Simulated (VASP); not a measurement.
# Cd2BiO2 (P6/mmm) in VASP: a series of runs

The runs below take Cd2BiO2 through single point, with PBE.

All numbers are computed with VASP 6.6.1; they aren't measurements. Logs are shortened: lines on timing, memory, paths and dates and some standing lists are left out, and cuts for length are marked.

### 1 The cell of the first run

The structure is hexagonal, space group P6/mmm (No. 191). Conventional cell: a = 4.870 Å, b = 4.870 Å, c = 4.951 Å, α = 90.00°, β = 90.00°, γ = 120.00°. Cd (site symmetry -6m2) has 3 Cd at 2.81 Å and 6 O at 2.95 Å and 6 Bi at 3.75 Å within 3.8 Å. Bi (site symmetry 6/mmm) has 2 O at 1.59 Å within 2.1 Å. Within 2.1 Å of O (site symmetry 6mm) lie 1 Bi at 1.59 Å and 1 O at 1.76 Å.

The cell was generated, and may not be a known phase.

### 2 Single point, PBE

Contents of INCAR:

```
SYSTEM = Cd2BiO2
  PREC = Accurate
  ENCUT = 520
  EDIFF = 1E-6
  ISMEAR = 0
  SIGMA = 0.1
  LREAL = .False.
  LASPH = .True.
  NELM = 60
  ALGO = Normal
  ISIF = 2
  LWAVE = .False.
  LCHARG = .False.
  GGA = PE
  NBANDS = 34
```

Contents of KPOINTS:

```
regular mesh
0
Gamma
  6 6 4
  0 0 0
```

Contents of POSCAR:

```
Cd2BiO2
1.0
    4.8700737700      0.0000000000      0.0000000000
   -2.4350368800      4.2176076000      0.0000000000
    0.0000000000      0.0000000000      4.9507455800
Cd Bi O
2 1 2
Direct
    0.3333333300      0.6666666700      0.5000000000
    0.6666666700      0.3333333300      0.5000000000
    0.0000000000      0.0000000000      0.0000000000
    0.0000000000      0.0000000000      0.6779067700
    0.0000000000      0.0000000000      0.3220932300
```

Potentials or basis: VASP PAW PBE potentials, release 64 (Cd, Bi_d, O).

The run is started by

```bash
cat potpaw_PBE.64/Cd/POTCAR potpaw_PBE.64/Bi_d/POTCAR potpaw_PBE.64/O/POTCAR > POTCAR
mpirun -np 1 vasp_std > vasp.out
```

OUTCAR:

```text
SYSTEM = Cd2BiO2
   PREC = Accurate
   ENCUT = 520
   EDIFF = 1E-6
   ISMEAR = 0
   LREAL = .False.
   LASPH = .True.
   NELM = 60
   ISIF = 2
   GGA = PE

 ion  position               nearest neighbor table
   1  0.333  0.667  0.500-   2 2.81   2 2.81   2 2.81   3 3.75   3 3.75   3 3.75   3 3.75   3 3.75
                             3 3.75
   2  0.667  0.333  0.500-   1 2.81   1 2.81   1 2.81   3 3.75   3 3.75   3 3.75   3 3.75   3 3.75
                             3 3.75
   3  0.000  0.000  0.000-   4 1.59   5 1.59   1 3.75   2 3.75   1 3.75   2 3.75   1 3.75   1 3.75
                             2 3.75   2 3.75   2 3.75   2 3.75   1 3.75   1 3.75
   4  0.000  0.000  0.678-   3 1.59   5 1.76
   5  0.000  0.000  0.322-   3 1.59   4 1.76

  LATTYP: Found a hexagonal cell.
 ALAT       =     4.8700737700
 C/A-ratio  =     1.0165648025

  Lattice vectors:

 A1 = (   4.8700737700,   0.0000000000,   0.0000000000)
 A2 = (  -2.4350368800,   4.2176076000,   0.0000000000)
 A3 = (   0.0000000000,   0.0000000000,   4.9507455800)

Analysis of symmetry for initial positions (statically):
=====================================================================
 Subroutine PRICEL returns:
 Original cell was already a primitive cell.

 Routine SETGRP: Setting up the symmetry group for a
 hexagonal supercell.

 Subroutine GETGRP returns: Found 24 space group operations
 (whereof 24 operations were pure point group operations)
 out of a pool of 24 trial point group operations.

The static configuration has the point symmetry D_6h.

Analysis of symmetry for dynamics (positions and initial velocities):
=====================================================================
 Subroutine PRICEL returns:
 Original cell was already a primitive cell.

 Routine SETGRP: Setting up the symmetry group for a
 hexagonal supercell.

 Subroutine GETGRP returns: Found 24 space group operations
 (whereof 24 operations were pure point group operations)
 out of a pool of 24 trial point group operations.

The dynamic configuration has the point symmetry D_6h.

 Subroutine INISYM returns: Found 24 space group operations
 (whereof 24 operations are pure point group operations),
 and found     1 'primitive' translations

----------------------------------------------------------------------------------------

                                     Primitive cell

  volume of cell :     101.6886

  direct lattice vectors                    reciprocal lattice vectors
[... 91 lines left out ...]
   EDIFFG = 0.1E-04   stopping-criterion for IOM
   NSW    =      0    number of steps for IOM
   IBRION =     -1    ionic relax: 0-MD 1-quasi-New 2-CG
   NFREE  =      0    steps in history (QN), initial steepest desc. (CG)
   ISIF   =      2    stress and relaxation
   ISYM   =      2    0-nonsym 1-usesym 2-fastsym
   POTIM  = 0.5000    time-step for ionic-motion
   TEBEG  =    0.0;   TEEND  =   0.0 temperature during run
   PSTRESS=    0.0 pullay stress
   NELECT =      51.0000    total number of electrons
   NUPDOWN=      -1.0000    fix difference up-down
   EMIN   =  10.00;   EMAX   =-10.00  energy-range for DOS
   EFERMI =   0.00;   METHOD = LEGACY
   ISMEAR =     0;   SIGMA  =   0.10  broadening in eV -4-tet -1-fermi 0-gaus
   EFERMI_NEDOS =   21; number of points for ismear=-14 and -15
   IALGO  =     38    algorithm
   IMIX   =      4    mixing-type and parameters
     AMIX     =   0.40;   BMIX     =  1.00
     AMIX_MAG =   1.60;   BMIX_MAG =  1.00
  volume/ion in A,a.u.               =      20.34       137.25
  Fermi-wavevector in a.u.,A,eV,Ry     =   1.300691  2.457949 23.018295  1.691797
  Thomas-Fermi vector in A             =   2.431873
   LORBIT       =      0    0 simple, 1 ext, 2 COOP (PROOUT), +10 PAW based schemes
   GGA     = PE    functional components
   LHFCALC =     F    Hartree Fock is set to
   AEXX    =    0.0000 exact exchange contribution
   IVDW    =     0    specifies the selected vdW correction
   LEPSILON=     F    determine dielectric tensor
   LRPA    =     F    only Hartree local field effects (RPA)
 non-spin polarized calculation
 Gauss-broadening in eV      SIGMA  =   0.10
  energy-cutoff  :      520.00
  volume of cell :      101.69
 maximum number of plane-waves:      2763
   NGX = 19   NGY = 19   NGZ = 19

 number of electron      51.0000034 magnetization

 Free energy of the ion-electron system (eV)
  ---------------------------------------------------
  ext. energy  EPLUGINS =         0.00000000
  ---------------------------------------------------
  free energy    TOTEN  =        -4.66724097 eV

  energy without entropy =       -4.66155532  energy(sigma->0) =       -4.66439814

 E-fermi :   4.0899     XC(G=0):  -9.9535

 val. band max:        3.9819603547   @ k =   0.3333   0.1667   0.2500
 cond. band min:       4.2032240624   @ k =   0.1667   0.1667   0.5000
 fundamental gap:      0.2212637078
 Fermi energy:         4.0898948304

 k-point     1 :       0.0000    0.0000    0.0000
  band No.  band energies     occupation
      1     -25.3093      2.00000
      2     -21.1224      2.00000
      3     -21.1224      2.00000
      4     -20.8991      2.00000
      5     -20.8991      2.00000
      6     -16.8921      2.00000
[... 766 lines left out ...]
     33      11.9621      0.00000
     34      12.3815      0.00000

------------------------ aborting loop because EDIFF is reached ----------------------------------------

  FORCE on cell =-STRESS in cart. coord.  units (eV):
  Direction    XX          YY          ZZ          XY          YZ          ZX
  --------------------------------------------------------------------------------------
  -------------------------------------------------------------------------------------
  Total        4.8989092      4.8989092     80.3638068      0.0000000      0.0000000      0.0000000
  in kB       77.1858435     77.1858433   1266.1896642      0.0000001      0.0000000      0.0000000
  external PRESSURE =     473.5204503 kB  Pullay stress =       0.0000000 kB

 VOLUME and BASIS-vectors are now :
 -----------------------------------------------------------------------------
  energy-cutoff  :      520.00
  volume of cell :      101.69
      direct lattice vectors                 reciprocal lattice vectors
     4.870073770  0.000000000  0.000000000     0.205335699  0.118550621  0.000000000
    -2.435036880  4.217607600  0.000000000     0.000000000  0.237101242  0.000000000
     0.000000000  0.000000000  4.950745580     0.000000000  0.000000000  0.201989778

 POSITION                                       TOTAL-FORCE (eV/Angst)
 -----------------------------------------------------------------------------------
     -0.00000      2.81174      2.47537        -0.000000      0.000000     -0.000000
      2.43504      1.40587      2.47537         0.000000     -0.000000      0.000000
      0.00000      0.00000      0.00000        -0.000000      0.000000      0.000000
      0.00000      0.00000      3.35614        -0.000000      0.000000    -14.902636
      0.00000      0.00000      1.59460        -0.000000      0.000000     14.902636
 -----------------------------------------------------------------------------------
    total drift:                               -0.000000      0.000000      0.000000

  FREE ENERGIE OF THE ION-ELECTRON SYSTEM (eV)
  ---------------------------------------------------
  free  energy   TOTEN  =        -4.6672409687 eV

  energy  without entropy=       -4.6615553209  energy(sigma->0) =       -4.66439814
```

OSZICAR:

```text
N       E                     dE             d eps       ncg     rms          rms(c)
DAV:   1     0.543904269536E+03    0.54390E+03   -0.25719E+04  1428   0.160E+03
DAV:   2     0.466776632645E+02   -0.49723E+03   -0.47216E+03  1550   0.455E+02
DAV:   3    -0.871483677442E+01   -0.55393E+02   -0.54085E+02  1666   0.154E+02
DAV:   4    -0.105653413932E+02   -0.18505E+01   -0.18443E+01  1578   0.286E+01
DAV:   5    -0.106107591070E+02   -0.45418E-01   -0.45397E-01  1850   0.457E+00    0.148E+01
DAV:   6    -0.448350674057E+01    0.61273E+01   -0.22975E+01  1968   0.532E+01    0.566E+00
DAV:   7    -0.474582292514E+01   -0.26232E+00   -0.47010E+00  1466   0.117E+01    0.342E+00
DAV:   8    -0.470145979809E+01    0.44363E-01   -0.68587E-01  1816   0.529E+00    0.138E+00
DAV:   9    -0.466594495403E+01    0.35515E-01   -0.85279E-02  1968   0.325E+00    0.330E-01
DAV:  10    -0.466720540554E+01   -0.12605E-02   -0.21781E-02  1492   0.767E-01    0.129E-01
DAV:  11    -0.466725262705E+01   -0.47222E-04   -0.71028E-04  1978   0.161E-01    0.566E-02
DAV:  12    -0.466724244288E+01    0.10184E-04   -0.30941E-04  1812   0.130E-01    0.192E-02
DAV:  13    -0.466724157641E+01    0.86648E-06   -0.46912E-05  1724   0.546E-02    0.970E-03
DAV:  14    -0.466724096868E+01    0.60772E-06   -0.62108E-06  1556   0.138E-02
   1 F= -.46672410E+01 E0= -.46643981E+01  d E =-.568565E-02
```

Run time: 41 s. Hardware: 1 thread of Intel Xeon Platinum 8488C (Sapphire Rapids), shared host; peak memory 0.25 GiB.

Results:

- Free energy: -4.6672 eV
- Pressure: 47.4 GPa
- Largest force: 14.903 eV/Å
- Band gap on the k mesh: zero (an odd number of electrons rules out a gap without spin polarisation)

Forces on the atoms (eV/Å):
```
Cd    0.000   0.000   0.000
Cd    0.000   0.000   0.000
Bi    0.000   0.000   0.000
O     0.000   0.000 -14.903
O     0.000   0.000  14.903
```

Caveat: the stress differs along the axes, from 8 to 127 GPa; spin-orbit coupling is left out, which moves the levels of the heavy elements; an odd number of electrons without spin polarisation forces a metal; a magnetic or distorted state may lie lower.

### 3 Single point, PBE

This run uses another cell than the first one, of 23.82 Å³/atom.

Contents of INCAR:

```
SYSTEM = Cd2BiO2
PREC = Accurate ; ENCUT = 520
EDIFF = 1E-6 ; ISMEAR = 0
SIGMA = 0.1 ; LREAL = .False.
LASPH = .True. ; NELM = 100
ALGO = Normal ; ISIF = 2
LWAVE = .False. ; LCHARG = .False.
GGA = PE ; NBANDS = 34
```

KPOINTS is that of step 2.

Contents of POSCAR:

```
Cd2BiO2
1.0
    4.3761266117     -0.0000000026      0.0000000000
   -2.1880633036      3.7898368172      0.0000000000
    0.0000000000      0.0000000000      7.1800905859
Cd Bi O
2 1 2
Direct
    0.3333333333      0.6666666667      0.5000000000
    0.6666666667      0.3333333333      0.5000000000
    0.0000000000      0.0000000000      0.0000000000
    0.0000000000      0.0000000000      0.6855479448
    0.0000000000      0.0000000000      0.3144520552
```

Potentials or basis: VASP PAW PBE potentials, release 64 (Cd, Bi_d, O).

The run is started by

```bash
cat potpaw_PBE.64/Cd/POTCAR potpaw_PBE.64/Bi_d/POTCAR potpaw_PBE.64/O/POTCAR > POTCAR
mpirun -np 1 vasp_std > vasp.out
```

OUTCAR:

```text
SYSTEM = Cd2BiO2
   PREC = Accurate
   ENCUT = 520
   EDIFF = 1E-6
   ISMEAR = 0
   LREAL = .False.
   LASPH = .True.
   NELM = 100
   ISIF = 2
   GGA = PE

 ion  position               nearest neighbor table
   1  0.333  0.667  0.500-   2 2.53   2 2.53   2 2.53   5 2.86   4 2.86   5 2.86   4 2.86   5 2.86
                             4 2.86
   2  0.667  0.333  0.500-   1 2.53   1 2.53   1 2.53   5 2.86   4 2.86   4 2.86   5 2.86   4 2.86
                             5 2.86
   3  0.000  0.000  0.000-   4 2.26   5 2.26
   4  0.000  0.000  0.686-   3 2.26   2 2.86   1 2.86   1 2.86   2 2.86   2 2.86   1 2.86
   5  0.000  0.000  0.314-   3 2.26   2 2.86   1 2.86   1 2.86   2 2.86   2 2.86   1 2.86

  LATTYP: Found a hexagonal cell.
[... 976 lines left out ...]
  Total        0.3811470      0.3811470      0.3047811     -0.0000000     -0.0000000      0.0000000
  in kB        5.1281748      5.1281748      4.1007023     -0.0000000     -0.0000000      0.0000000
  external PRESSURE =       4.7856840 kB  Pullay stress =       0.0000000 kB

 VOLUME and BASIS-vectors are now :
 -----------------------------------------------------------------------------
  energy-cutoff  :      520.00
  volume of cell :      119.08
      direct lattice vectors                 reciprocal lattice vectors
     4.376126612 -0.000000003  0.000000000     0.228512584  0.131931802  0.000000000
    -2.188063304  3.789836817  0.000000000     0.000000000  0.263863604  0.000000000
     0.000000000  0.000000000  7.180090586     0.000000000  0.000000000  0.139274009

 POSITION                                       TOTAL-FORCE (eV/Angst)
 -----------------------------------------------------------------------------------
      0.00000      2.52656      3.59005        -0.000000      0.000000      0.000000
      2.18806      1.26328      3.59005         0.000000     -0.000000      0.000000
      0.00000      0.00000      0.00000         0.000000      0.000000      0.000000
      0.00000      0.00000      4.92230        -0.000000     -0.000000     -0.032760
      0.00000      0.00000      2.25779         0.000000      0.000000      0.032760
 -----------------------------------------------------------------------------------
    total drift:                                0.000000      0.000000     -0.000000

  FREE ENERGIE OF THE ION-ELECTRON SYSTEM (eV)
  ---------------------------------------------------
  free  energy   TOTEN  =       -14.5747898862 eV

  energy  without entropy=      -14.5545240165  energy(sigma->0) =      -14.56465695
```

It took 61 s on 1 thread of Intel Xeon Platinum 8488C (Sapphire Rapids), shared host; peak memory 0.29 GiB.

Results:

```yaml
Free_energy: -14.5748 eV
Pressure: 0.5 GPa
Largest_force: 0.033 eV/Å
Band_gap_on_the_k_mesh: zero (an odd number of electrons rules out a gap without spin polarisation)
```

Forces in eV/Å, atoms in the order of the input:
```
Cd   0.000  0.000  0.000
Cd   0.000  0.000  0.000
Bi   0.000  0.000  0.000
O    0.000  0.000 -0.033
O    0.000  0.000  0.033
```

Stress tensor (GPa, compression positive):
```
0.51 0.00 0.00
0.00 0.51 0.00
0.00 0.00 0.41
```

Levels at points of the mesh, in eV from the Fermi level:
```tsv
k point	band 23	band 24	band 25	band 26	band 27	band 28
(0.00, 0.00, 0.00)	-1.90	-1.90	-1.15	0.87	1.96	1.96
(0.50, 0.00, 0.00)	-2.69	-1.92	-1.57	-0.01	0.51	1.05
(0.00, 0.00, 0.50)	-2.19	-2.19	-0.74	1.48	2.03	2.03
(0.50, 0.00, 0.50)	-2.28	-0.88	-0.74	-0.40	0.39	1.26
```

Caveat: spin-orbit coupling is left out, which moves the levels of the heavy elements; an odd number of electrons without spin polarisation forces a metal; a magnetic or distorted state may lie lower.

The gap in the log of VASP goes by the Fermi energy; the results here count the filled bands.